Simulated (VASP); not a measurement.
Runs of VASP 6.6.1 on AlN. The structure is that of space group P6_3/mmc (No. 194), or close to it. The cells are those of the table. 

```csv
cell,gap on the mesh (eV),pressure (GPa)
"a = 3.284, b = 3.284, c = 4.152 Å, angles 90.0, 90.0, 120.0°, 4 atoms",3.37,-2.2
"a = 3.393, b = 3.393, c = 4.290 Å, angles 90.0, 90.0, 120.0°, 4 atoms",2.65,-19.5
"a = 3.312, b = 3.312, c = 4.188 Å, angles 90.0, 90.0, 120.0°, 4 atoms",3.19,-7.4
"a = 3.198, b = 3.198, c = 4.043 Å, angles 90.0, 90.0, 120.0°, 4 atoms",(b),(c)
"a = 3.256, b = 3.256, c = 4.117 Å, angles 90.0, 90.0, 120.0°, 4 atoms",(a),3.7
```

Alike in all rows: task single point; level PBEsol+D3(BJ); potentials or basis VASP PAW PBE potentials, release 64 (Al, N); no spin polarisation; k mesh 12 × 12 × 6; cutoff (eV) 520; smearing gaussian 0.1 eV.

Q: Fill in the values left out.

A: (a) 3.57; (b) 3.96; (c) 18.0.

Caveats: the PAW data sets were made with another functional, which shifts forces and pressure a little.

A k mesh can miss the band edges.
